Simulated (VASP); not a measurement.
# W (Fm-3m) in VASP: a series of runs

The runs below take W through single point, with PBE.

Program: VASP 6.6.1. These are calculated values, not measurements. Logs are shortened: lines on timing, memory, paths and dates and some standing lists are left out, and cuts for length are marked.

### Step 1. The cell of the first run

Symmetry: Fm-3m, No. 225, cubic system. The conventional cell has a = 3.955 Å, b = 3.955 Å, c = 3.955 Å, α = 90.00°, β = 90.00°, γ = 90.00°. Within 3.7 Å of W (site symmetry m-3m) lie 12 W at 2.80 Å.

### Step 2. Single point, PBE (volume scaled by 0.94)

The input, INCAR:

```
ALGO = Normal ; EDIFF = 1E-6
ENCUT = 520 ; GGA = PE
ISIF = 2 ; ISMEAR = 0
LASPH = T ; LCHARG = F
LREAL = F ; LWAVE = F
NBANDS = 13 ; NELM = 100
PREC = Accurate ; SIGMA = 0.1
```

The input, KPOINTS:

```
k-points
0
Gamma
  18 18 18
```

The input, POSCAR:

```
W
1.0
    0.0000000000      1.9772976119      1.9772976119
    1.9772976119      0.0000000000      1.9772976119
    1.9772976119      1.9772976119      0.0000000000
W
1
Direct
    0.0000000000      0.0000000000      0.0000000000
```

Potentials or basis: VASP PAW PBE potentials, release 64 (W_sv).

The run is started by

```bash
cat potpaw_PBE.64/W_sv/POTCAR > POTCAR
mpirun -np 1 vasp_std > vasp.out
```

OUTCAR:

```text
EDIFF = 1E-6
   ENCUT = 520
   GGA = PE
   ISIF = 2
   ISMEAR = 0
   LASPH = T
   LREAL = F
   NELM = 100
   PREC = Accurate

 ion  position               nearest neighbor table
   1  0.000  0.000  0.000-

  LATTYP: Found a face centered cubic cell.
 ALAT       =     3.9545952238

  Lattice vectors:

 A1 = (   0.0000000000,   1.9772976119,   1.9772976119)
 A2 = (   1.9772976119,   0.0000000000,   1.9772976119)
 A3 = (   1.9772976119,   1.9772976119,   0.0000000000)

Analysis of symmetry for initial positions (statically):
=====================================================================
 Subroutine PRICEL returns:
 Original cell was already a primitive cell.

 Routine SETGRP: Setting up the symmetry group for a
 face centered cubic supercell.

 Subroutine GETGRP returns: Found 48 space group operations
[... 9 lines left out ...]

 Routine SETGRP: Setting up the symmetry group for a
 face centered cubic supercell.

 Subroutine GETGRP returns: Found 48 space group operations
 (whereof 48 operations were pure point group operations)
 out of a pool of 48 trial point group operations.

The dynamic configuration has the point symmetry O_h .

 Subroutine INISYM returns: Found 48 space group operations
 (whereof 48 operations are pure point group operations),
 and found     1 'primitive' translations

----------------------------------------------------------------------------------------

                                     Primitive cell

  volume of cell :      15.4613

  direct lattice vectors                    reciprocal lattice vectors
     0.000000000  1.977297612  1.977297612    -0.252870381  0.252870381  0.252870381
     1.977297612  0.000000000  1.977297612     0.252870381 -0.252870381  0.252870381
     1.977297612  1.977297612  0.000000000     0.252870381  0.252870381 -0.252870381

  length of vectors
     2.796321100  2.796321100  2.796321100     0.437984347  0.437984347  0.437984347

  position of ions in fractional coordinates (direct lattice)
     0.000000000  0.000000000  0.000000000

  ion indices of the primitive-cell ions
   primitive index   ion index
                 1           1

----------------------------------------------------------------------------------------

 KPOINTS: k-points

Automatic generation of k-mesh.
 Grid dimensions read from file:
 generate k-points for:   18   18   18

 Generating k-lattice:

  Cartesian coordinates                     Fractional coordinates (reciprocal lattice)
    -0.014048354  0.014048354  0.014048354     0.055555556  0.000000000  0.000000000
     0.014048354 -0.014048354  0.014048354     0.000000000  0.055555556  0.000000000
     0.014048354  0.014048354 -0.014048354     0.000000000  0.000000000  0.055555556

  Length of vectors
     0.024332464  0.024332464  0.024332464

  Shift w.r.t. Gamma in fractional coordinates (k-lattice)
     0.000000000  0.000000000  0.000000000

 Subroutine IBZKPT returns following result:
 ===========================================

 Found    195 irreducible k-points:

 Following reciprocal coordinates:
            Coordinates               Weight
  0.000000  0.000000  0.000000      1.000000
  0.055556  0.000000  0.000000      8.000000
  0.111111  0.000000  0.000000      8.000000
  0.166667  0.000000  0.000000      8.000000
  0.222222  0.000000  0.000000      8.000000
  0.277778  0.000000  0.000000      8.000000
[... 16 lines left out ...]
 -0.277778  0.055556  0.000000     24.000000
 -0.222222  0.055556  0.000000     24.000000
 [... further k-points ...]
   k-points           NKPTS =    195   k-points in BZ     NKDIM =    195   number of bands    NBANDS=     13
   number of dos      NEDOS =    301   number of ions     NIONS =      1
   total plane-waves  NPLWV =  13824
   dimension x,y,z NGX =    24 NGY =   24 NGZ =   24
   dimension x,y,z NGXF=    48 NGYF=   48 NGZF=   48
   ions per type =               1
   NGX,Y,Z   is equivalent  to a cutoff of  14.27, 14.27, 14.27 a.u.
   NGXF,Y,Z  is equivalent  to a cutoff of  28.54, 28.54, 28.54 a.u.
 SYSTEM =  unknown system
   PREC   = accura    normal or accurate (medium, high low for compatibility)
   ISTART =      0    job   : 0-new  1-cont  2-samecut
   ICHARG =      2    charge: 1-file 2-atom 10-const
   ISPIN  =      1    spin polarized calculation?
   LNONCOLLINEAR =      F non collinear calculations
   LSORBIT =      F    spin-orbit coupling
   LASPH  =      T    aspherical Exc in radial PAW
   ENCUT  =  520.0 eV  38.22 Ry    6.18 a.u.   5.20  5.20  5.20*2*pi/ulx,y,z
   NELM   =    100;   NELMIN=  2; NELMDL= -5     # of ELM steps
   EDIFF  = 0.1E-05   stopping-criterion for ELM
   LREAL  =      F    real-space projection
   EDIFFG = 0.1E-04   stopping-criterion for IOM
   NSW    =      0    number of steps for IOM
   IBRION =     -1    ionic relax: 0-MD 1-quasi-New 2-CG
   NFREE  =      0    steps in history (QN), initial steepest desc. (CG)
   ISIF   =      2    stress and relaxation
   ISYM   =      2    0-nonsym 1-usesym 2-fastsym
   POTIM  = 0.5000    time-step for ionic-motion
   TEBEG  =    0.0;   TEEND  =   0.0 temperature during run
   PSTRESS=    0.0 pullay stress
   NELECT =      14.0000    total number of electrons
   NUPDOWN=      -1.0000    fix difference up-down
   EMIN   =  10.00;   EMAX   =-10.00  energy-range for DOS
   EFERMI =   0.00;   METHOD = LEGACY
   ISMEAR =     0;   SIGMA  =   0.10  broadening in eV -4-tet -1-fermi 0-gaus
   EFERMI_NEDOS =   21; number of points for ismear=-14 and -15
   IALGO  =     38    algorithm
   IMIX   =      4    mixing-type and parameters
     AMIX     =   0.40;   BMIX     =  1.00
     AMIX_MAG =   1.60;   BMIX_MAG =  1.00
  volume/ion in A,a.u.               =      15.46       104.34
  Fermi-wavevector in a.u.,A,eV,Ry     =   1.583807  2.992960 34.129442  2.508443
  Thomas-Fermi vector in A             =   2.683521
   LORBIT       =      0    0 simple, 1 ext, 2 COOP (PROOUT), +10 PAW based schemes
   GGA     = PE    functional components
   LHFCALC =     F    Hartree Fock is set to
   AEXX    =    0.0000 exact exchange contribution
   IVDW    =     0    specifies the selected vdW correction
   LEPSILON=     F    determine dielectric tensor
   LRPA    =     F    only Hartree local field effects (RPA)
 non-spin polarized calculation
 Gauss-broadening in eV      SIGMA  =   0.10
  energy-cutoff  :      520.00
  volume of cell :       15.46
 maximum number of plane-waves:       444
 NGX is ok and might be reduce to    24
   NGX = 11   NGY = 11   NGZ = 11

 number of electron      13.9999998 magnetization

 Free energy of the ion-electron system (eV)
  ---------------------------------------------------
  ext. energy  EPLUGINS =         0.00000000
  ---------------------------------------------------
  free energy    TOTEN  =       -12.41290210 eV

  energy without entropy =      -12.40707836  energy(sigma->0) =      -12.40999023

 E-fermi :  11.3152     XC(G=0): -13.7709

 val. band max:       11.3101577612   @ k =  -0.2778   0.1111   0.0000
 cond. band min:      11.3196863192   @ k =   0.2222   0.0556   0.0000
 fundamental gap:      0.0095285580
 Fermi energy:        11.3152286538

 k-point     1 :       0.0000    0.0000    0.0000
  band No.  band energies     occupation
      1     -62.2315      2.00000
      2     -25.7773      2.00000
      3     -25.7773      2.00000
      4     -25.7773      2.00000
      5       2.0270      2.00000
      6      10.6926      2.00000
      7      10.6926      2.00000
      8      10.6926      2.00000
      9      14.0958      0.00000
     10      14.0958      0.00000
     11      24.1828      0.00000
     12      29.7024      0.00000
     13      29.7024      0.00000

 k-point     2 :       0.0556    0.0000    0.0000
  band No.  band energies     occupation
      1     -62.2273      2.00000
      2     -25.8230      2.00000
      3     -25.7830      2.00000
      4     -25.7830      2.00000
      5       2.1735      2.00000
      6      10.5760      2.00000
      7      10.7618      2.00000
      8      10.7618      2.00000
      9      14.0283      0.00000
     10      14.0283      0.00000
     11      24.4807      0.00000
     12      29.0626      0.00000
     13      29.9791      0.00000

 k-point     3 :       0.1111    0.0000    0.0000
  band No.  band energies     occupation
      1     -62.2153      2.00000
      2     -25.9533      2.00000
      3     -25.7994      2.00000
      4     -25.7994      2.00000
      5       2.5956      2.00000
      6      10.2777      2.00000
      7      10.9422      2.00000
      8      10.9422      2.00000
      9      13.8755      0.00000
     10      13.8755      0.00000
     11      25.2754      0.00000
     12      27.8780      0.00000
     13      30.7799      0.00000

 k-point     4 :       0.1667    0.0000    0.0000
  band No.  band energies     occupation
      1     -62.1969      2.00000
      2     -26.1490      2.00000
      3     -25.8244      2.00000
      4     -25.8244      2.00000
      5       3.2372      2.00000
      6       9.9249      2.00000
      7      11.1398      1.98692
      8      11.1398      1.98692
      9      13.7836      0.00000
     10      13.7836      0.00000
     11      25.8395      0.00000
     12      27.3054      0.00000
     13      32.0317      0.00000

 k-point     5 :       0.2222    0.0000    0.0000
  band No.  band energies     occupation
      1     -62.1742      2.00000
      2     -26.3830      2.00000
      3     -25.8549      2.00000
      4     -25.8549      2.00000
      5       3.9907      2.00000
      6       9.6809      2.00000
      7      11.2040      1.88438
      8      11.2040      1.88438
      9      13.9524      0.00000
     10      13.9524      0.00000
     11      25.0388      0.00000
     12      28.3281      0.00000
     13      33.6447      0.00000
[... 257 lines left out ...]
 k-point    22 :      -0.3333    0.0556    0.0000
  band No.  band energies     occupation
      1     -62.1183      2.00000
      2     -26.9043      2.00000
      3     -25.9732      2.00000
      4     -25.9157      2.00000
      5       5.3671      2.00000
      6      10.2948      2.00000
      7      10.6690      2.00000
      8      10.8554      2.00000
      9      14.9806      0.00000
     10      16.1096      0.00000
     11      23.4160      0.00000
     12      27.1430      0.00000
     13      32.4354      0.00000

 k-point    23 :      -0.2778    0.0556    0.0000
  band No.  band energies     occupation
      1     -62.1397      2.00000
      2     -26.7005      2.00000
      3     -25.9464      2.00000
      4     -25.8835      2.00000
      5       4.9983      2.00000
      6       9.7116      2.00000
      7      10.9170      2.00000
      8      11.0962      1.99804
      9      14.1594      0.00000
     10      15.3435      0.00000
     11      24.1188      0.00000
     12      28.7116      0.00000
     13      33.5680      0.00000

 k-point    24 :      -0.2222    0.0556    0.0000
  band No.  band energies     occupation
      1     -62.1634      2.00000
      2     -26.4687      2.00000
      3     -25.9131      2.00000
      4     -25.8505      2.00000
      5       4.3601      2.00000
      6       9.5433      2.00000
      7      11.1328      1.99011
      8      11.2898      1.28059
      9      13.5434      0.00000
     10      14.6748      0.00000
     11      24.9853      0.00000
     12      28.7589      0.00000
     13      33.1144      0.00000

 [... further k-points ...]
[... 5 lines left out ...]
  --------------------------------------------------------------------------------------
  -------------------------------------------------------------------------------------
  Total        1.9818957      1.9818957      1.9818957     -0.0000000     -0.0000000      0.0000000
  in kB      205.3738992    205.3738992    205.3738992     -0.0000000     -0.0000000      0.0000000
  external PRESSURE =     205.3738992 kB  Pullay stress =       0.0000000 kB

 VOLUME and BASIS-vectors are now :
 -----------------------------------------------------------------------------
  energy-cutoff  :      520.00
  volume of cell :       15.46
      direct lattice vectors                 reciprocal lattice vectors
     0.000000000  1.977297612  1.977297612    -0.252870381  0.252870381  0.252870381
     1.977297612  0.000000000  1.977297612     0.252870381 -0.252870381  0.252870381
     1.977297612  1.977297612  0.000000000     0.252870381  0.252870381 -0.252870381

 POSITION                                       TOTAL-FORCE (eV/Angst)
 -----------------------------------------------------------------------------------
      0.00000      0.00000      0.00000         0.000000      0.000000      0.000000
 -----------------------------------------------------------------------------------
    total drift:                               -0.000000      0.000000     -0.000000

  FREE ENERGIE OF THE ION-ELECTRON SYSTEM (eV)
  ---------------------------------------------------
  free  energy   TOTEN  =       -12.4129021041 eV

  energy  without entropy=      -12.4070783579  energy(sigma->0) =      -12.40999023
```

It took 15 s on 1 thread of Intel Xeon 6975P-C (Granite Rapids), shared host; peak memory 0.16 GiB.

Results:

| Quantity | Value |
| --- | --- |
| Free energy | -12.4129 eV |
| Pressure | 20.5 GPa |
| Band gap on the k mesh | zero (band 7 reaches 14.73 eV, above the bottom of band 8 at 10.69 eV) |

Caveat: spin-orbit coupling is left out, which moves the levels of the heavy elements.

### Step 3. Single point, PBE (volume scaled by 0.97)

The input, INCAR:

```
PREC = Accurate
ENCUT = 520
EDIFF = 1E-6
ISMEAR = 0
SIGMA = 0.1
LREAL = F
LASPH = T
NELM = 60
ALGO = Normal
ISIF = 2
LWAVE = F
LCHARG = F
GGA = PE
NBANDS = 13
```

The input, KPOINTS:

```
Automatic mesh
0
Gamma
  18 18 18
```

The input, POSCAR:

```
W
1.0
    0.0000000000      1.9981128006      1.9981128006
    1.9981128006      0.0000000000      1.9981128006
    1.9981128006      1.9981128006      0.0000000000
W
1
Direct
    0.0000000000      0.0000000000      0.0000000000
```

Potentials or basis: VASP PAW PBE potentials, release 64 (W_sv).

The run is started by

```bash
cat potpaw_PBE.64/W_sv/POTCAR > POTCAR
mpirun -np 1 vasp_std > vasp.out
```

Run time: 11 s. Hardware: 1 thread of Intel Xeon 6975P-C (Granite Rapids), shared host; peak memory 0.16 GiB.

The run converged. Its results:

* Free energy: -12.4594 eV
* Pressure: 9.8 GPa
* Band gap on the k mesh: zero (band 7 reaches 14.09 eV, above the bottom of band 8 at 10.29 eV)

Levels at points of the mesh, in eV from the Fermi level:
| k point | band 3 | band 4 | band 5 | band 6 | band 7 | band 8 | band 9 | band 10 | band 11 | band 12 |
| --- | --- | --- | --- | --- | --- | --- | --- | --- | --- | --- |
| (0.00, 0.00, 0.00) | -37.20 | -37.20 | -9.13 | -0.58 | -0.58 | -0.58 | 2.67 | 2.67 | 12.83 | 18.19 |
| (0.50, 0.00, 0.00) | -37.37 | -37.37 | -5.75 | -0.82 | -0.82 | 0.73 | 5.25 | 5.25 | 10.73 | 12.47 |
| (0.50, 0.50, 0.00) | -37.66 | -37.66 | -5.68 | -4.69 | 3.22 | 5.22 | 6.02 | 6.02 | 12.00 | 12.00 |

Caveat: spin-orbit coupling is left out, which moves the levels of the heavy elements.
